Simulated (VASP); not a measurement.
# Ge (I4_1/amd) in VASP: a series of runs

The runs below take Ge through single point, with PBEsol.

All numbers are computed with VASP 6.6.1; they aren't measurements. Logs are shortened: lines on timing, memory, paths and dates and some standing lists are left out, and cuts for length are marked.

## (1) The cell of the first run

Symmetry: I4_1/amd, No. 141, tetragonal system. The conventional cell has a = 4.013 Å, b = 4.013 Å, c = 6.420 Å, α = 90.00°, β = 90.00°, γ = 90.00°. Within 3.4 Å of Ge (site symmetry -4m2) lie 4 Ge at 2.57 Å.

## (2) Single point, PBEsol (strain +0.1312 x Voigt [0, 0, 1, 0, 0, 0])

Input file INCAR:

```
PREC = Accurate
ENCUT = 520
EDIFF = 1E-7
ISMEAR = 0
SIGMA = 0.15
LREAL = F
LASPH = T
NELM = 60
ALGO = Normal
ISIF = 2
LWAVE = F
LCHARG = F
GGA = PS
NBANDS = 21
```

Input file KPOINTS:

```
Automatic mesh
0
Gamma
  18 18 18
```

Input file POSCAR:

```
Ge
1.0
    0.0000000000      2.8378807263      3.2102106776
    2.8378807263      0.0000000000      3.2102106776
    2.8378807263      2.8378807263      0.0000000000
Ge
2
Direct
    0.5000000000      0.5000000000      0.5000000000
    0.7500000000      0.7500000000      0.7500000000
```

Potentials or basis: VASP PAW PBE potentials, release 64 (Ge_d).

On the command line:

```sh
$ cat potpaw_PBE.64/Ge_d/POTCAR > POTCAR
$ mpirun -np 1 vasp_std > vasp.out
```

OUTCAR:

```text
PREC = Accurate
   ENCUT = 520
   EDIFF = 1E-7
   ISMEAR = 0
   LREAL = F
   LASPH = T
   NELM = 60
   ISIF = 2
   GGA = PS

 ion  position               nearest neighbor table
   1  0.500  0.500  0.500-   2 2.57   2 2.57   2 2.57   2 2.57
   2  0.750  0.750  0.750-   1 2.57   1 2.57   1 2.57   1 2.57

  LATTYP: Found a body centered tetragonal cell.
 ALAT       =     4.0133694115
 C/A-ratio  =     1.5997583818

  Lattice vectors:

 A1 = (  -2.8378807263,   0.0000000000,   3.2102106776)
 A2 = (   2.8378807263,   0.0000000000,   3.2102106776)
 A3 = (   0.0000000000,   2.8378807263,  -3.2102106776)

Analysis of symmetry for initial positions (statically):
=====================================================================
 Subroutine PRICEL returns:
 Original cell was already a primitive cell.

 Routine SETGRP: Setting up the symmetry group for a
 body centered tetragonal supercell.

 Subroutine GETGRP returns: Found 16 space group operations
 (whereof  8 operations were pure point group operations)
 out of a pool of 16 trial point group operations.

The static configuration has the point symmetry D_2d.
 The point group associated with its full space group is D_4h.

Analysis of symmetry for dynamics (positions and initial velocities):
=====================================================================
 Subroutine PRICEL returns:
 Original cell was already a primitive cell.

 Routine SETGRP: Setting up the symmetry group for a
 body centered tetragonal supercell.

 Subroutine GETGRP returns: Found 16 space group operations
 (whereof  8 operations were pure point group operations)
 out of a pool of 16 trial point group operations.

The dynamic configuration has the point symmetry D_2d.
 The point group associated with its full space group is D_4h.

 Subroutine INISYM returns: Found 16 space group operations
 (whereof  8 operations are pure point group operations),
 and found     1 'primitive' translations

----------------------------------------------------------------------------------------

                                     Primitive cell

  volume of cell :      51.7073

  direct lattice vectors                    reciprocal lattice vectors
     0.000000000  2.837880726  3.210210678    -0.176187813  0.176187813  0.155753018
     2.837880726  0.000000000  3.210210678     0.176187813 -0.176187813  0.155753018
     2.837880726  2.837880726  0.000000000     0.176187813  0.176187813 -0.155753018

  length of vectors
     4.284742654  4.284742654  4.013369412     0.293842294  0.293842294  0.293842294

  position of ions in fractional coordinates (direct lattice)
     0.500000000  0.500000000  0.500000000
     0.750000000  0.750000000  0.750000000

  ion indices of the primitive-cell ions
   primitive index   ion index
                 1           1
                 2           2

----------------------------------------------------------------------------------------

 KPOINTS: Automatic mesh

Automatic generation of k-mesh.
 Grid dimensions read from file:
 generate k-points for:   18   18   18

 Generating k-lattice:

  Cartesian coordinates                     Fractional coordinates (reciprocal lattice)
    -0.009788212  0.009788212  0.008652945     0.055555556  0.000000000  0.000000000
     0.009788212 -0.009788212  0.008652945     0.000000000  0.055555556  0.000000000
     0.009788212  0.009788212 -0.008652945    -0.000000000 -0.000000000  0.055555556

  Length of vectors
     0.016324572  0.016324572  0.016324572

  Shift w.r.t. Gamma in fractional coordinates (k-lattice)
     0.000000000  0.000000000  0.000000000

 Subroutine IBZKPT returns following result:
 ===========================================

 Found    480 irreducible k-points:

 Following reciprocal coordinates:
            Coordinates               Weight
  0.000000  0.000000  0.000000      1.000000
  0.055556 -0.000000  0.000000      8.000000
  0.111111 -0.000000  0.000000      8.000000
  0.166667  0.000000  0.000000      8.000000
  0.222222 -0.000000  0.000000      8.000000
  0.277778 -0.000000  0.000000      8.000000
[... 16 lines left out ...]
 -0.277778  0.055556  0.000000      8.000000
 -0.222222  0.055556  0.000000      8.000000
 [... further k-points ...]
   k-points           NKPTS =    480   k-points in BZ     NKDIM =    480   number of bands    NBANDS=     21
   number of dos      NEDOS =    301   number of ions     NIONS =      2
   total plane-waves  NPLWV =  30720
   dimension x,y,z NGX =    32 NGY =   32 NGZ =   30
   dimension x,y,z NGXF=    64 NGYF=   64 NGZF=   60
   ions per type =               2
   NGX,Y,Z   is equivalent  to a cutoff of  12.42, 12.42, 12.43 a.u.
   NGXF,Y,Z  is equivalent  to a cutoff of  24.83, 24.83, 24.85 a.u.
 SYSTEM =  unknown system
   PREC   = accura    normal or accurate (medium, high low for compatibility)
   ISTART =      0    job   : 0-new  1-cont  2-samecut
   ICHARG =      2    charge: 1-file 2-atom 10-const
   ISPIN  =      1    spin polarized calculation?
   LNONCOLLINEAR =      F non collinear calculations
   LSORBIT =      F    spin-orbit coupling
   LASPH  =      T    aspherical Exc in radial PAW
   ENCUT  =  520.0 eV  38.22 Ry    6.18 a.u.   7.97  7.97  7.46*2*pi/ulx,y,z
   NELM   =     60;   NELMIN=  2; NELMDL= -5     # of ELM steps
   EDIFF  = 0.1E-06   stopping-criterion for ELM
   LREAL  =      F    real-space projection
   EDIFFG = 0.1E-05   stopping-criterion for IOM
   NSW    =      0    number of steps for IOM
   IBRION =     -1    ionic relax: 0-MD 1-quasi-New 2-CG
   NFREE  =      0    steps in history (QN), initial steepest desc. (CG)
   ISIF   =      2    stress and relaxation
   ISYM   =      2    0-nonsym 1-usesym 2-fastsym
   POTIM  = 0.5000    time-step for ionic-motion
   TEBEG  =    0.0;   TEEND  =   0.0 temperature during run
   PSTRESS=    0.0 pullay stress
   NELECT =      28.0000    total number of electrons
   NUPDOWN=      -1.0000    fix difference up-down
   EMIN   =  10.00;   EMAX   =-10.00  energy-range for DOS
   EFERMI =   0.00;   METHOD = LEGACY
   ISMEAR =     0;   SIGMA  =   0.15  broadening in eV -4-tet -1-fermi 0-gaus
   EFERMI_NEDOS =   21; number of points for ismear=-14 and -15
   IALGO  =     38    algorithm
   IMIX   =      4    mixing-type and parameters
     AMIX     =   0.40;   BMIX     =  1.00
     AMIX_MAG =   1.60;   BMIX_MAG =  1.00
  volume/ion in A,a.u.               =      25.85       174.47
  Fermi-wavevector in a.u.,A,eV,Ry     =   1.334372  2.521597 24.225833  1.780549
  Thomas-Fermi vector in A             =   2.463158
   LORBIT       =      0    0 simple, 1 ext, 2 COOP (PROOUT), +10 PAW based schemes
   GGA     = PS    functional components
   LHFCALC =     F    Hartree Fock is set to
   AEXX    =    0.0000 exact exchange contribution
   IVDW    =     0    specifies the selected vdW correction
   LEPSILON=     F    determine dielectric tensor
   LRPA    =     F    only Hartree local field effects (RPA)
 non-spin polarized calculation
 Gauss-broadening in eV      SIGMA  =   0.15
  energy-cutoff  :      520.00
  volume of cell :       51.71
 maximum number of plane-waves:      1428
   NGX = 15   NGY = 15   NGZ = 15

 number of electron      27.9999987 magnetization

 Free energy of the ion-electron system (eV)
  ---------------------------------------------------
  ext. energy  EPLUGINS =         0.00000000
  ---------------------------------------------------
  free energy    TOTEN  =        -9.63511371 eV

  energy without entropy =       -9.63256839  energy(sigma->0) =       -9.63384105

 E-fermi :   3.6627     XC(G=0):  -9.5328

 val. band max:        3.6621616155   @ k =  -0.4444   0.0556   0.0000
 cond. band min:       3.6695601310   @ k =   0.5000   0.0556   0.0000
 fundamental gap:      0.0073985155
 Fermi energy:         3.6626543244

 k-point     1 :       0.0000    0.0000    0.0000
  band No.  band energies     occupation
      1     -20.9641      2.00000
      2     -20.9641      2.00000
      3     -20.9507      2.00000
      4     -20.9337      2.00000
      5     -20.9314      2.00000
      6     -20.8153      2.00000
[... 13 lines left out ...]
     20      11.4801      0.00000
     21      12.5140      0.00000

 k-point     2 :       0.0556   -0.0000    0.0000
  band No.  band energies     occupation
      1     -20.9655      2.00000
      2     -20.9638      2.00000
      3     -20.9523      2.00000
      4     -20.9321      2.00000
      5     -20.9290      2.00000
      6     -20.8157      2.00000
[... 13 lines left out ...]
     20      11.3054      0.00000
     21      12.8259      0.00000

 k-point     3 :       0.1111   -0.0000    0.0000
  band No.  band energies     occupation
      1     -20.9690      2.00000
      2     -20.9633      2.00000
      3     -20.9554      2.00000
      4     -20.9282      2.00000
      5     -20.9234      2.00000
      6     -20.8169      2.00000
[... 13 lines left out ...]
     20      11.0993      0.00000
     21      12.9620      0.00000

 k-point     4 :       0.1667    0.0000    0.0000
  band No.  band energies     occupation
      1     -20.9731      2.00000
      2     -20.9630      2.00000
      3     -20.9578      2.00000
      4     -20.9234      2.00000
      5     -20.9168      2.00000
      6     -20.8186      2.00000
[... 13 lines left out ...]
     20      11.2461      0.00000
     21      12.4904      0.00000

 k-point     5 :       0.2222   -0.0000    0.0000
  band No.  band energies     occupation
      1     -20.9771      2.00000
      2     -20.9638      2.00000
      3     -20.9580      2.00000
      4     -20.9188      2.00000
      5     -20.9102      2.00000
      6     -20.8203      2.00000
[... 13 lines left out ...]
     20      11.7273      0.00000
     21      12.2013      0.00000
[... 382 lines left out ...]
     20      12.5688      0.00000
     21      14.5066      0.00000

 k-point    22 :      -0.3333    0.0556    0.0000
  band No.  band energies     occupation
      1     -20.9851      2.00000
      2     -20.9663      2.00000
      3     -20.9506      2.00000
      4     -20.9080      2.00000
      5     -20.9005      2.00000
      6     -20.8286      2.00000
[... 13 lines left out ...]
     20      12.0612      0.00000
     21      13.8481      0.00000

 k-point    23 :      -0.2778    0.0556    0.0000
  band No.  band energies     occupation
      1     -20.9829      2.00000
      2     -20.9642      2.00000
      3     -20.9521      2.00000
      4     -20.9102      2.00000
      5     -20.9060      2.00000
      6     -20.8262      2.00000
[... 13 lines left out ...]
     20      11.7804      0.00000
     21      13.0266      0.00000

 k-point    24 :      -0.2222    0.0556    0.0000
  band No.  band energies     occupation
      1     -20.9800      2.00000
      2     -20.9615      2.00000
      3     -20.9541      2.00000
      4     -20.9138      2.00000
      5     -20.9123      2.00000
      6     -20.8223      2.00000
[... 13 lines left out ...]
     20      11.7485      0.00000
     21      12.3864      0.00000

 [... further k-points ...]

------------------------ aborting loop because EDIFF is reached ----------------------------------------

  FORCE on cell =-STRESS in cart. coord.  units (eV):
  Direction    XX          YY          ZZ          XY          YZ          ZX
  --------------------------------------------------------------------------------------
  -------------------------------------------------------------------------------------
  Total       -1.0369791     -1.0369791     -3.7524073      0.0000000      0.0000000      0.0000000
  in kB      -32.1313347    -32.1313347   -116.2702885      0.0000000      0.0000000      0.0000000
  external PRESSURE =     -60.1776527 kB  Pullay stress =       0.0000000 kB

 VOLUME and BASIS-vectors are now :
 -----------------------------------------------------------------------------
  energy-cutoff  :      520.00
  volume of cell :       51.71
      direct lattice vectors                 reciprocal lattice vectors
     0.000000000  2.837880726  3.210210678    -0.176187813  0.176187813  0.155753018
     2.837880726  0.000000000  3.210210678     0.176187813 -0.176187813  0.155753018
     2.837880726  2.837880726  0.000000000     0.176187813  0.176187813 -0.155753018

 POSITION                                       TOTAL-FORCE (eV/Angst)
 -----------------------------------------------------------------------------------
      2.83788      2.83788      3.21021         0.000000      0.000000      0.000000
      4.25682      4.25682      4.81532        -0.000000     -0.000000     -0.000000
 -----------------------------------------------------------------------------------
    total drift:                               -0.000000     -0.000000      0.000000

  FREE ENERGIE OF THE ION-ELECTRON SYSTEM (eV)
  ---------------------------------------------------
  free  energy   TOTEN  =        -9.6351137065 eV

  energy  without entropy=       -9.6325683875  energy(sigma->0) =       -9.63384105
```

It took 2.4 min on 1 thread of Intel Xeon 6975P-C (Granite Rapids), shared host; peak memory 0.49 GiB.

Results:

```yaml
Free_energy: -9.6351 eV
Pressure: -6.0 GPa
Band_gap_on_the_k_mesh: zero (bands 14 and 15 overlap by 0.78 eV)
```

Stress tensor (GPa, compression positive):
```
 -3.21   0.00   0.00
  0.00  -3.21   0.00
  0.00   0.00 -11.63
```

Caveat: the cell differs from its parent crystal (strain +0.1312 x Voigt [0, 0, 1, 0, 0, 0]); the cell stands under tension; semilocal functionals underestimate gaps, so a narrow gap can read as zero; the PAW data sets were made with another functional, which shifts forces and pressure a little.

## (3) Single point, PBEsol (strain +0.1500 x Voigt [0, 0, 1, 0, 0, 0])

Input file INCAR:

```
SYSTEM = Ge
PREC = Accurate
ENCUT = 520
EDIFF = 1E-7
ISMEAR = 0
SIGMA = 0.15
LREAL = .FALSE.
LASPH = .TRUE.
NELM = 100
ALGO = Normal
ISIF = 2
LWAVE = .FALSE.
LCHARG = .FALSE.
GGA = PS
NBANDS = 21
```

Input file KPOINTS:

```
Automatic mesh
0
G
  18 18 18
  0 0 0
```

Input file POSCAR:

```
Ge
1.0
    0.0000000000      2.8378807263      3.2635628352
    2.8378807263      0.0000000000      3.2635628352
    2.8378807263      2.8378807263      0.0000000000
Ge
2
Direct
    0.5000000000      0.5000000000      0.5000000000
    0.7500000000      0.7500000000      0.7500000000
```

Potentials or basis: VASP PAW PBE potentials, release 64 (Ge_d).

On the command line:

```sh
$ cat potpaw_PBE.64/Ge_d/POTCAR > POTCAR
$ mpirun -np 1 vasp_std > vasp.out
```

It took 2.5 min on 1 thread of Intel Xeon 6975P-C (Granite Rapids), shared host; peak memory 0.49 GiB.

The run converged. Its results:

| Property | Result |
| --- | --- |
| Free energy | -9.5702 eV |
| Pressure | -6.5 GPa |
| Band gap on the k mesh | zero (bands 14 and 15 overlap by 0.91 eV) |

Stress tensor (GPa, compression positive):
```
 -3.40   0.00   0.00
  0.00  -3.40   0.00
  0.00   0.00 -12.63
```

Levels at points of the mesh, in eV from the Fermi level:
```
           k point  band 10  band 11  band 12  band 13  band 14  band 15  band 16  band 17  band 18  band 19
(0.00, 0.00, 0.00)   -24.42   -11.71    -1.45    -0.72     0.40     0.40     2.33     2.33     2.97     5.92
(0.50, 0.00, 0.00)   -24.40    -9.94    -7.01    -1.73    -0.56    -0.52     3.59     3.95     6.99     8.83
(0.50, 0.50, 0.00)   -24.38    -8.72    -8.72    -1.96    -1.96     1.52     1.52     8.06     8.06     9.55
(0.50, 0.00, 0.50)   -24.41    -8.17    -8.17    -2.81    -2.81     0.53     0.53     7.65     7.65     9.35
```

Caveat: the cell differs from its parent crystal (strain +0.1500 x Voigt [0, 0, 1, 0, 0, 0]); the cell stands under tension; the PAW data sets were made with another functional, which shifts forces and pressure a little.
